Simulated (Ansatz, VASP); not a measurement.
# Ge32H19N in VASP and in Ansatz

```
Ge H N
1.0
     8.00162    8.00162    0.00000
    -8.00162    8.00162    0.00000
     0.00000    0.00000   20.91290
Ge H N
32 19 1
Direct
  0.68840 0.31329 0.34278
  0.81999 0.69336 0.34105
  0.04487 0.96868 0.38397
  0.31868 0.19166 0.34152
  0.96737 0.53557 0.38172
  0.19708 0.80462 0.34951
  0.46591 0.03285 0.38157
  0.54060 0.47247 0.38120
  0.88081 0.38535 0.30341
  0.89270 0.88633 0.30562
  0.12854 0.11535 0.30194
  0.38993 0.38502 0.30407
  0.11350 0.62238 0.30185
  0.37927 0.88615 0.30106
  0.61422 0.12103 0.30387
  0.62870 0.61776 0.30072
  0.00187 0.24882 0.23544
  0.99966 0.74892 0.22923
  0.25245 0.99812 0.22795
  0.49960 0.24981 0.22921
  0.24972 0.50090 0.23542
  0.50109 0.74996 0.23492
  0.75108 0.00003 0.23594
  0.75171 0.49797 0.22837
  0.87500 0.12500 0.16446
  0.87500 0.62500 0.16446
  0.12500 0.87500 0.16446
  0.37500 0.12500 0.16446
  0.12500 0.37500 0.16446
  0.37500 0.62500 0.16446
  0.62500 0.87500 0.16446
  0.62500 0.37500 0.16446
  0.95102 0.04898 0.11954
  0.79898 0.20102 0.11954
  0.95102 0.54898 0.11954
  0.79898 0.70102 0.11954
  0.20102 0.79898 0.11954
  0.04898 0.95102 0.11954
  0.45102 0.04898 0.11954
  0.29898 0.20102 0.11954
  0.20102 0.29898 0.11954
  0.04898 0.45102 0.11954
  0.45102 0.54898 0.11954
  0.29898 0.70102 0.11954
  0.70102 0.79898 0.11954
  0.54898 0.95102 0.11954
  0.70102 0.29898 0.11954
  0.54898 0.45102 0.11954
  0.20588 0.69838 0.46510
  0.31244 0.80023 0.46202
  0.33088 0.67065 0.42635
  0.27008 0.73505 0.43691
```

Alike in both runs: task single point; functional revPBE; dispersion D3(BJ); k mesh 1 × 1 × 1; occupations gaussian, width 0.03 eV; no spin polarisation.

```csv
,VASP,Ansatz
version,VASP 6.6.1,Ansatz 0.2.0
potentials or method,"VASP PAW PBE potentials, release 64 (Ge_d, H, N)","scalar-relativistic, plane waves, PAW"
plane-wave cutoff (eV),520,420
valence electrons in the cell,472,472
```

Ansatz gave:

| Item | Value |
| --- | --- |
| rms of the force components (eV/Å) | 0.134 |

Task: Which values does VASP return?

Result: rms of the force components (eV/Å): 0.135.

VASP's potentials were made for PBE, not for revPBE. Ansatz's warnings: dispersion switch in reach.
